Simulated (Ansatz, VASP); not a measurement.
# TlCuI3: VASP beside Ansatz

Contents of INCAR:

```
SYSTEM = TlCuI3
PREC = Accurate ; ENCUT = 600
EDIFF = 1E-7 ; ISMEAR = 0
SIGMA = 0.1 ; LREAL = .False.
LASPH = .True. ; NELM = 80
ALGO = Normal ; ISIF = 3
LWAVE = .False. ; LCHARG = .False.
GGA = PE ; IBRION = 2
NSW = 100 ; EDIFFG = -0.01
```

KPOINTS

```
regular mesh
0
Gamma
  8 8 8
  0 0 0
```

POSCAR

```
TlCuI3
1.0
    5.4750351300      0.0000000000      0.0000000000
    0.0000000000      5.4750351300      0.0000000000
    0.0000000000      0.0000000000      5.4750351300
Tl Cu I
1 1 3
Direct
    0.5000000000      0.5000000000      0.5000000000
    0.0000000000      0.0000000000      0.0000000000
    0.5000000000      0.0000000000      0.0000000000
    0.0000000000      0.5000000000      0.0000000000
    0.0000000000      0.0000000000      0.5000000000
```

Input for Ansatz:

```yaml
crystal:
  lattice:
    - [5.47503513, 0.0, 0.0]
    - [0.0, 5.47503513, 0.0]
    - [0.0, 0.0, 5.47503513]
  atoms:
    - { symbol: Tl, position: [0.5, 0.5, 0.5] }
    - { symbol: Cu, position: [0.0, 0.0, 0.0] }
    - { symbol: I, position: [0.5, 0.0, 0.0] }
    - { symbol: I, position: [0.0, 0.5, 0.0] }
    - { symbol: I, position: [0.0, 0.0, 0.5] }
basis:
  ecutwfc: 420
kpoints:
  mp_grid: { grid: [8, 8, 8] }
hamiltonian:
  xc: pbe
scf:
  occupations: { method: gaussian, width: 0.1 }
output:
  forces: true
  stress: true
  eigenvalues: true
  write_density: true
  write_potential: true
  elf: true
  volumetric_format: npy
relax:
  adjacent_minimum: "off"
  f_tol: 0.01
  max_steps: 80
  cell: { stress_tol: 0.05 }
```

Alike in both runs: task relaxation of cell and atoms; functional PBE; k mesh 8 × 8 × 8; occupations gaussian, width 0.1 eV; no spin polarisation.

```csv
,VASP,Ansatz
version,VASP 6.6.1,Ansatz 0.2.0
potentials or method,"VASP PAW PBE potentials, release 64 (Tl_d, Cu, I), cutoff 600 eV","scalar-relativistic, plane waves, PAW"
valence electrons in the cell,45,83
```

VASP gave:

- gap on the k mesh at the Fermi level, each at its own relaxed structure (eV): none
- relaxed volume (Å³/atom): 34.19
- relaxed length of the cell vector where the two differ most in proportion (Å): 5.550

Q: Estimate Ansatz's values.

A: gap on the k mesh at the Fermi level, each at its own relaxed structure (eV): none; relaxed volume (Å³/atom): 34.12; relaxed length of the cell vector where the two differ most in proportion (Å): 5.546.

A gap of «none» marks a metal or a gap that the smearing closes. VASP's potentials hold 45 valence electrons a cell and Ansatz's 83, so a difference there can come from the potentials and not from the codes.

Spin-orbit coupling is off throughout.
